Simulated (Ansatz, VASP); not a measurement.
WC, level by level in two programs

```
CELL_PARAMETERS angstrom
0.00000 2.19268 2.19268
2.19268 0.00000 2.19268
2.19268 2.19268 0.00000
ATOMIC_POSITIONS crystal
W 0.00000 0.00000 0.00000
C 0.50000 0.50000 0.50000
```

Single points on this cell with VASP 6.6.1 and Ansatz 0.2.0. Each row is one pair of runs. Alike in all rows: spin: off; k mesh: 10 × 10 × 10; VASP's potentials, cutoff: VASP PAW PBE potentials, release 64 (W_sv, C), 600 eV; Ansatz's potentials, cutoff: Ansatz PAW, 420 eV.

```csv
level,smearing,"gap on the k mesh at the Fermi level (eV), VASP","gap on the k mesh at the Fermi level (eV), Ansatz","pressure (GPa), VASP","pressure (GPa), Ansatz"
PBE,"gaussian, width 0.014 eV",none,?,-0.7,?
PBE,"gaussian, width 0.015 eV",none,none,-0.7,-1.5
PBE,"gaussian, width 0.016 eV",none,none,-0.7,-1.5
PBE,"gaussian, width 0.017 eV",none,none,-0.7,-1.5
PBE,"gaussian, width 0.019 eV",none,none,-0.7,-1.5
PBE,"gaussian, width 0.021 eV",none,none,-0.7,-1.5
PBE,"gaussian, width 0.027 eV",none,none,-0.7,-1.5
PBE,"gaussian, width 0.028 eV",none,none,-0.7,-1.5
```

Question: Fill in what Ansatz gave in row 1.

Answer: gap on the k mesh at the Fermi level (eV): none; pressure (GPa): -1.5.

A gap of «none» marks a metal or a gap that the smearing closes.

Neither program's run includes spin-orbit coupling.
